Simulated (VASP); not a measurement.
Here is a VASP 6.6.1 calculation.

INCAR

```
SYSTEM = Be5H
  PREC = Accurate
  ENCUT = 520
  EDIFF = 1E-6
  ISMEAR = 0
  SIGMA = 0.1
  LREAL = .False.
  LASPH = .True.
  NELM = 100
  ALGO = Normal
  ISIF = 2
  LWAVE = .False.
  LCHARG = .False.
  GGA = PE
  NBANDS = 14
```

File KPOINTS:

```
Automatic mesh
0
Gamma
  6 6 4
  0 0 0
```

POSCAR

```
Be5H
1.0
    4.0705296400      0.0000000000      0.0000000000
   -2.0352648200      3.5251820800      0.0000000000
    0.0000000000      0.0000000000      3.7408544900
Be H
5 1
Direct
    0.6666666700      0.3333333300      0.5000000000
    0.3165600000      0.0000000000      0.0000000000
    0.6834400000      0.6834400000      0.0000000000
    0.0000000000      0.3165600000      0.0000000000
    0.3333333300      0.6666666700      0.5000000000
    0.0000000000      0.0000000000      0.5000000000
```

Potentials or basis: VASP PAW PBE potentials, release 64 (Be, H).

Launch:

```sh
$ cat potpaw_PBE.64/Be/POTCAR potpaw_PBE.64/H/POTCAR > POTCAR
$ mpirun -np 1 vasp_std > vasp.out
```

Q: What does it give for the pressure?

A: -14.3 GPa.

Q: Predict the largest force.

A: 0.475 eV/Å.

Stress tensor (GPa, compression positive):
```
-12.96   0.00   0.00
  0.00 -12.96   0.00
  0.00   0.00 -16.91
```

Caveat: the k points lie up to 0.42 Å⁻¹ apart.
